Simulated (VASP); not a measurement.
A run of VASP 6.6.1 is set up as follows.

INCAR

```
SYSTEM = Cu
PREC = Accurate
ENCUT = 520
EDIFF = 1E-6
ISMEAR = -1
SIGMA = 0.08
LREAL = .False.
LASPH = .True.
NELM = 100
ALGO = Normal
ISIF = 2
LWAVE = .False.
LCHARG = .False.
GGA = PE
NBANDS = 12
```

The input KPOINTS:

```
Automatic mesh
0
Gamma
  19 19 19
  0 0 0
```

POSCAR

```
Cu
1.0
    0.0000000000      1.8436500000      1.8075000000
    1.8436500000      0.0000000000      1.8075000000
    1.8436500000      1.8436500000      0.0000000000
Cu
1
Direct
    0.0000000000      0.0000000000      0.0000000000
```

Potentials or basis: VASP PAW PBE potentials, release 64 (Cu).

Run with:

```console
$ cat potpaw_PBE.64/Cu/POTCAR > POTCAR
$ mpirun -np 1 vasp_std > vasp.out
```

(1) Estimate the pressure.

## Answers

(1) -3.1 GPa.

Caveat: the cell differs from its parent crystal (equal xx and yy strain of +2 %).
